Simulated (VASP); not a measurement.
# Ge in VASP: further runs

The runs below take Ge through single point, with PBE+D3(BJ).

Everything below comes from runs of VASP 6.6.1. Logs are shortened: lines on timing, memory, paths and dates and some standing lists are left out, and cuts for length are marked.

## Step 1: The cell of the first run

The cell holds a slab with vacuum, 2 atoms: a = 4.159 Å, b = 4.159 Å, c = 28.000 Å, α = 90.00°, β = 90.00°, γ = 120.00°.

## Step 2: Single point, PBE+D3(BJ)

INCAR

```
PREC = Accurate
ENCUT = 520
EDIFF = 1E-7
ISMEAR = 0
SIGMA = 0.1
LREAL = False
LASPH = True
NELM = 100
ALGO = Normal
ISIF = 2
LWAVE = False
LCHARG = False
LDIPOL = True
IDIPOL = 3
DIPOL = 0.5 0.5 0.500
GGA = PE
IVDW = 12
NBANDS = 21
```

KPOINTS

```
Automatic mesh
0
Gamma
  12 12 1
```

POSCAR

```
Ge
1.0
    4.1590000000      0.0000000000      0.0000000000
   -2.0795000000      3.6017996543      0.0000000000
    0.0000000000      0.0000000000     28.0000000000
Ge
2
Direct
    0.3333333333      0.6666666667      0.5026250000
    0.6666666667      0.3333333333      0.4973750000
```

Potentials or basis: VASP PAW PBE potentials, release 64 (Ge_d).

Launch:

```
cat potpaw_PBE.64/Ge_d/POTCAR > POTCAR
mpirun -np 1 vasp_std > vasp.out
```

OUTCAR:

```text
PREC = Accurate
   ENCUT = 520
   EDIFF = 1E-7
   ISMEAR = 0
   LREAL = False
   LASPH = True
   NELM = 100
   ISIF = 2
   GGA = PE
   IVDW = 12
 IVDW          = 12

 ion  position               nearest neighbor table
   1  0.333  0.667  0.503-   2 2.41   2 2.41   2 2.41
   2  0.667  0.333  0.497-   1 2.41   1 2.41   1 2.41

  LATTYP: Found a hexagonal cell.
 ALAT       =     4.1590000000
 C/A-ratio  =     6.7323875932

  Lattice vectors:

 A1 = (   4.1590000000,   0.0000000000,   0.0000000000)
 A2 = (  -2.0795000000,   3.6017996543,   0.0000000000)
 A3 = (   0.0000000000,   0.0000000000,  28.0000000000)

Analysis of symmetry for initial positions (statically):
=====================================================================
 Subroutine PRICEL returns:
 Original cell was already a primitive cell.

 Routine SETGRP: Setting up the symmetry group for a
 hexagonal supercell.

 Subroutine GETGRP returns: Found 12 space group operations
 (whereof 12 operations were pure point group operations)
 out of a pool of 24 trial point group operations.

The static configuration has the point symmetry D_3d.

Analysis of symmetry for dynamics (positions and initial velocities):
=====================================================================
 Subroutine PRICEL returns:
 Original cell was already a primitive cell.

 Routine SETGRP: Setting up the symmetry group for a
 hexagonal supercell.

 Subroutine GETGRP returns: Found 12 space group operations
 (whereof 12 operations were pure point group operations)
 out of a pool of 24 trial point group operations.

The dynamic configuration has the point symmetry D_3d.

 Subroutine INISYM returns: Found 12 space group operations
 (whereof 12 operations are pure point group operations),
 and found     1 'primitive' translations

----------------------------------------------------------------------------------------

                                     Primitive cell

  volume of cell :     419.4368

  direct lattice vectors                    reciprocal lattice vectors
     4.159000000  0.000000000  0.000000000     0.240442414  0.138819492  0.000000000
    -2.079500000  3.601799654  0.000000000     0.000000000  0.277638985  0.000000000
     0.000000000  0.000000000 28.000000000     0.000000000  0.000000000  0.035714286

  length of vectors
     4.159000000  4.159000000 28.000000000     0.277638985  0.277638985  0.035714286

  position of ions in fractional coordinates (direct lattice)
     0.333333333  0.666666667  0.502625000
     0.666666667  0.333333333  0.497375000

  ion indices of the primitive-cell ions
   primitive index   ion index
                 1           1
                 2           2

----------------------------------------------------------------------------------------

 KPOINTS: Automatic mesh

Automatic generation of k-mesh.
 Grid dimensions read from file:
 generate k-points for:   12   12    1

 Generating k-lattice:

  Cartesian coordinates                     Fractional coordinates (reciprocal lattice)
     0.020036868  0.011568291  0.000000000     0.083333333  0.000000000  0.000000000
     0.000000000  0.023136582  0.000000000     0.000000000  0.083333333  0.000000000
     0.000000000  0.000000000  0.035714286     0.000000000  0.000000000  1.000000000

  Length of vectors
     0.023136582  0.023136582  0.035714286

  Shift w.r.t. Gamma in fractional coordinates (k-lattice)
     0.000000000  0.000000000  0.000000000

 Subroutine IBZKPT returns following result:
 ===========================================

 Found     19 irreducible k-points:

 Following reciprocal coordinates:
            Coordinates               Weight
  0.000000  0.000000  0.000000      1.000000
  0.083333 -0.000000  0.000000      6.000000
  0.166667 -0.000000  0.000000      6.000000
  0.250000 -0.000000  0.000000      6.000000
  0.333333 -0.000000  0.000000      6.000000
  0.416667 -0.000000  0.000000      6.000000
[... 11 lines left out ...]
  0.333333  0.250000  0.000000     12.000000
  0.333333  0.333333  0.000000      2.000000
   k-points           NKPTS =     19   k-points in BZ     NKDIM =     19   number of bands    NBANDS=     21
   number of dos      NEDOS =    301   number of ions     NIONS =      2
   total plane-waves  NPLWV = 215040
   dimension x,y,z NGX =    32 NGY =   32 NGZ =  210
   dimension x,y,z NGXF=    64 NGYF=   64 NGZF=  420
   ions per type =               2
   NGX,Y,Z   is equivalent  to a cutoff of  12.79, 12.79, 12.47 a.u.
   NGXF,Y,Z  is equivalent  to a cutoff of  25.58, 25.58, 24.94 a.u.
 SYSTEM =  unknown system
   PREC   = accura    normal or accurate (medium, high low for compatibility)
   ISTART =      0    job   : 0-new  1-cont  2-samecut
   ICHARG =      2    charge: 1-file 2-atom 10-const
   ISPIN  =      1    spin polarized calculation?
   LNONCOLLINEAR =      F non collinear calculations
   LSORBIT =      F    spin-orbit coupling
   LASPH  =      T    aspherical Exc in radial PAW
   ENCUT  =  520.0 eV  38.22 Ry    6.18 a.u.   7.73  7.73 52.06*2*pi/ulx,y,z
   NELM   =    100;   NELMIN=  2; NELMDL= -5     # of ELM steps
   EDIFF  = 0.1E-06   stopping-criterion for ELM
   LREAL  =      F    real-space projection
   EDIFFG = 0.1E-05   stopping-criterion for IOM
   NSW    =      0    number of steps for IOM
   IBRION =     -1    ionic relax: 0-MD 1-quasi-New 2-CG
   NFREE  =      0    steps in history (QN), initial steepest desc. (CG)
   ISIF   =      2    stress and relaxation
   ISYM   =      2    0-nonsym 1-usesym 2-fastsym
   POTIM  = 0.5000    time-step for ionic-motion
   TEBEG  =    0.0;   TEEND  =   0.0 temperature during run
   PSTRESS=    0.0 pullay stress
   NELECT =      28.0000    total number of electrons
   NUPDOWN=      -1.0000    fix difference up-down
   EMIN   =  10.00;   EMAX   =-10.00  energy-range for DOS
   EFERMI =   0.00;   METHOD = LEGACY
   ISMEAR =     0;   SIGMA  =   0.10  broadening in eV -4-tet -1-fermi 0-gaus
   EFERMI_NEDOS =   21; number of points for ismear=-14 and -15
   IALGO  =     38    algorithm
   IMIX   =      4    mixing-type and parameters
     AMIX     =   0.40;   BMIX     =  1.00
     AMIX_MAG =   1.60;   BMIX_MAG =  1.00
  volume/ion in A,a.u.               =     209.72      1415.25
  Fermi-wavevector in a.u.,A,eV,Ry     =   0.664108  1.254982  6.000705  0.441039
  Thomas-Fermi vector in A             =   1.737694
   LORBIT       =      0    0 simple, 1 ext, 2 COOP (PROOUT), +10 PAW based schemes
   GGA     = PE    functional components
   LHFCALC =     F    Hartree Fock is set to
   AEXX    =    0.0000 exact exchange contribution
   IVDW    =    12    specifies the selected vdW correction
   LEPSILON=     F    determine dielectric tensor
   LRPA    =     F    only Hartree local field effects (RPA)
 non-spin polarized calculation
 Gauss-broadening in eV      SIGMA  =   0.10
  energy-cutoff  :      520.00
  volume of cell :      419.44
 maximum number of plane-waves:     11343
 NGX is ok and might be reduce to    32
   NGX = 15   NGY = 15   NGZ =105

 number of electron      27.9999994 magnetization

 dipolmoment           0.000000      0.000000     -0.000000 electrons x Angstroem

 Free energy of the ion-electron system (eV)
  ---------------------------------------------------
  ext. energy  EPLUGINS =         0.00000000
  ---------------------------------------------------
  free energy    TOTEN  =        -7.83931344 eV

  energy without entropy =       -7.83425667  energy(sigma->0) =       -7.83678505

 E-fermi :  -3.7758     XC(G=0):  -1.5840

 val. band max:       -3.8500103432   @ k =   0.3333   0.2500   0.0000
 cond. band min:      -3.7689515800   @ k =   0.0833  -0.0000   0.0000
 fundamental gap:      0.0810587632
 Fermi energy:        -3.7758496389

 k-point     1 :       0.0000    0.0000    0.0000
  band No.  band energies     occupation
      1     -28.5819      2.00000
      2     -28.5583      2.00000
      3     -28.5583      2.00000
      4     -28.5182      2.00000
      5     -28.5182      2.00000
      6     -28.4034      2.00000
[... 13 lines left out ...]
     20       1.0799      0.00000
     21       1.5157      0.00000

 k-point     2 :       0.0833   -0.0000    0.0000
  band No.  band energies     occupation
      1     -28.5837      2.00000
      2     -28.5686      2.00000
      3     -28.5659      2.00000
      4     -28.5175      2.00000
      5     -28.5152      2.00000
      6     -28.3983      2.00000
[... 13 lines left out ...]
     20       1.1549      0.00000
     21       1.4328      0.00000

 k-point     3 :       0.1667   -0.0000    0.0000
  band No.  band energies     occupation
      1     -28.5970      2.00000
      2     -28.5907      2.00000
      3     -28.5729      2.00000
      4     -28.5180      2.00000
      5     -28.5084      2.00000
      6     -28.3967      2.00000
[... 13 lines left out ...]
     20       1.1128      0.00000
     21       1.4114      0.00000

 k-point     4 :       0.2500   -0.0000    0.0000
  band No.  band energies     occupation
      1     -28.6189      2.00000
      2     -28.6140      2.00000
      3     -28.5724      2.00000
      4     -28.5204      2.00000
      5     -28.4997      2.00000
      6     -28.4038      2.00000
[... 13 lines left out ...]
     20       1.8111      0.00000
     21       1.8121      0.00000

 k-point     5 :       0.3333   -0.0000    0.0000
  band No.  band energies     occupation
      1     -28.6384      2.00000
      2     -28.6331      2.00000
      3     -28.5705      2.00000
      4     -28.5233      2.00000
      5     -28.4901      2.00000
      6     -28.4133      2.00000
[... 13 lines left out ...]
     20       2.3822      0.00000
     21       2.7692      0.00000

 k-point     6 :       0.4167   -0.0000    0.0000
  band No.  band energies     occupation
      1     -28.6513      2.00000
      2     -28.6455      2.00000
      3     -28.5688      2.00000
      4     -28.5254      2.00000
      5     -28.4817      2.00000
      6     -28.4217      2.00000
[... 13 lines left out ...]
     20       3.3566      0.00000
     21       3.4253      0.00000

 k-point     7 :       0.5000   -0.0000    0.0000
  band No.  band energies     occupation
      1     -28.6558      2.00000
      2     -28.6498      2.00000
      3     -28.5682      2.00000
      4     -28.5262      2.00000
      5     -28.4781      2.00000
      6     -28.4254      2.00000
[... 13 lines left out ...]
     20       3.6346      0.00000
     21       3.9755      0.00000
[... 171 lines left out ...]
      1     -28.6815      2.00000
      2     -28.6135      2.00000
      3     -28.5749      2.00000
      4     -28.5284      2.00000
      5     -28.4745      2.00000
      6     -28.4269      2.00000
[... 13 lines left out ...]
     20       3.1947      0.00000
     21       3.3360      0.00000

 k-point    16 :       0.4167    0.1667    0.0000
  band No.  band energies     occupation
      1     -28.6865      2.00000
      2     -28.6155      2.00000
      3     -28.5743      2.00000
      4     -28.5294      2.00000
      5     -28.4696      2.00000
      6     -28.4318      2.00000
[... 13 lines left out ...]
     20       3.3071      0.00000
     21       3.8733      0.00000

 k-point    17 :       0.2500    0.2500    0.0000
  band No.  band energies     occupation
      1     -28.6855      2.00000
      2     -28.6039      2.00000
      3     -28.5793      2.00000
      4     -28.5291      2.00000
      5     -28.4733      2.00000
      6     -28.4274      2.00000
[... 13 lines left out ...]
     20       3.1062      0.00000
     21       3.2560      0.00000

 k-point    18 :       0.3333    0.2500    0.0000
  band No.  band energies     occupation
      1     -28.6953      2.00000
      2     -28.6012      2.00000
      3     -28.5812      2.00000
      4     -28.5311      2.00000
      5     -28.4628      2.00000
      6     -28.4377      2.00000
[... 13 lines left out ...]
     20       3.6011      0.00000
     21       3.8379      0.00000

 k-point    19 :       0.3333    0.3333    0.0000
  band No.  band energies     occupation
      1     -28.7001      2.00000
      2     -28.5901      2.00000
      3     -28.5901      2.00000
      4     -28.5322      2.00000
      5     -28.4501      2.00000
      6     -28.4501      2.00000
[... 13 lines left out ...]
     20       3.4474      0.00000
     21       3.4474      0.00000

------------------------ aborting loop because EDIFF is reached ----------------------------------------

 vacuum level on the upper side and lower side of the slab       (xc-potential included)        -0.006        -0.006

 Edisp (eV)   -0.28821

 E8    (eV) :    -0.1377

  FORCE on cell =-STRESS in cart. coord.  units (eV):
  Direction    XX          YY          ZZ          XY          YZ          ZX
  --------------------------------------------------------------------------------------
  -------------------------------------------------------------------------------------
  Total      -1.13810    -1.13810     0.03251     0.00000    -0.00000     0.00000
  in kB      -4.34734    -4.34734     0.12418     0.00000    -0.00000     0.00000
  external pressure =       -2.86 kB  Pullay stress =        0.00 kB

 VOLUME and BASIS-vectors are now :
 -----------------------------------------------------------------------------
  energy-cutoff  :      520.00
  volume of cell :      419.44
      direct lattice vectors                 reciprocal lattice vectors
     4.159000000  0.000000000  0.000000000     0.240442414  0.138819492  0.000000000
    -2.079500000  3.601799654  0.000000000     0.000000000  0.277638985  0.000000000
     0.000000000  0.000000000 28.000000000     0.000000000  0.000000000  0.035714286

 POSITION                                       TOTAL-FORCE (eV/Angst)
 -----------------------------------------------------------------------------------
     -0.00000      2.40120     14.07350         0.000000      0.000000      0.328796
      2.07950      1.20060     13.92650        -0.000000      0.000000     -0.328796
 -----------------------------------------------------------------------------------
    total drift:                               -0.000000      0.000000     -0.000000

  FREE ENERGIE OF THE ION-ELECTRON SYSTEM (eV)
  ---------------------------------------------------
  free  energy   TOTEN  =        -8.1275207873 eV

  energy  without entropy=       -8.1224640138  energy(sigma->0) =       -8.12499240

 vacuum level on the upper side and lower side of the slab         1.044         1.044
```

Run time: 7.1 min. Hardware: 1 thread of Intel Xeon 8259CL, shared host; peak memory 0.54 GiB.

Results:

```
Free energy                : -8.1275 eV
Largest force              : 0.329 eV/Å
Band gap on the k mesh     : zero (bands 14 and 15 overlap by 1.70 eV)
Dispersion energy per atom : -0.144 eV
```

Forces in eV/Å, atoms in the order of the input:
```
Ge   0.000  0.000  0.329
Ge   0.000  0.000 -0.329
```

Levels at points of the mesh, in eV from the Fermi level:
| k point | band 12 | band 13 | band 14 | band 15 | band 16 | band 17 |
| --- | --- | --- | --- | --- | --- | --- |
| (0.00, 0.00, 0.00) | -2.46 | -1.25 | -1.25 | -1.25 | 3.43 | 3.43 |
| (0.50, 0.00, 0.00) | -7.73 | -2.64 | -0.51 | 0.68 | 1.24 | 6.19 |

## Step 3: Single point, PBE+D3(BJ)

INCAR

```
PREC     = Accurate       # precision mode
ENCUT    = 520            # plane-wave cutoff, eV
EDIFF    = 1E-7           # SCF threshold, eV
ISMEAR   = 0              # smearing method
SIGMA    = 0.1            # smearing width, eV
LREAL    = False          # projectors in reciprocal space
LASPH    = True           # aspherical terms in the spheres
NELM     = 80             # most SCF steps
ALGO     = Normal         # electronic algorithm
ISIF     = 2              # what is computed and relaxed
LWAVE    = False          # write WAVECAR
LCHARG   = False          # write CHGCAR
LDIPOL   = True         
IDIPOL   = 3            
DIPOL    = 0.5 0.5 0.500
GGA      = PE             # functional
IVDW     = 12             # dispersion correction
NBANDS   = 21             # bands
```

KPOINTS is that of step 2.

POSCAR

```
Ge
1.0
    4.1590000000      0.0000000000      0.0000000000
   -2.0795000000      3.6017996543      0.0000000000
    0.0000000000      0.0000000000     28.0000000000
Ge
2
Direct
    0.3333333333      0.6666666667      0.5078571429
    0.6666666667      0.3333333333      0.4921428571
```

Potentials or basis: VASP PAW PBE potentials, release 64 (Ge_d).

Launch:

```
cat potpaw_PBE.64/Ge_d/POTCAR > POTCAR
mpirun -np 1 vasp_std > vasp.out
```

Run time: 8 min. Hardware: 1 thread of Intel Xeon 8259CL, shared host; peak memory 0.55 GiB.

It converged, with:

```
Free energy                : -8.2704 eV
Largest force              : 0.494 eV/Å
Band gap on the k mesh     : zero (bands 14 and 15 overlap by 0.92 eV)
Dispersion energy per atom : -0.144 eV
```

Forces in eV/Å, atoms in the order of the input:
```
Ge   0.000  0.000  0.494
Ge   0.000  0.000 -0.494
```

Levels at points of the mesh, in eV from the Fermi level:
```
           k point  band 11  band 12  band 13  band 14  band 15  band 16  band 17  band 18
(0.00, 0.00, 0.00)   -11.43    -3.19    -1.18    -1.18    -0.87     2.79     3.31     3.31
(0.50, 0.00, 0.00)    -9.56    -7.76    -2.57    -1.01     0.80     0.84     5.65     6.23
```

(Continued in part 2 of 2.)

The gap in the log of VASP goes by the Fermi energy; the results here count the filled bands.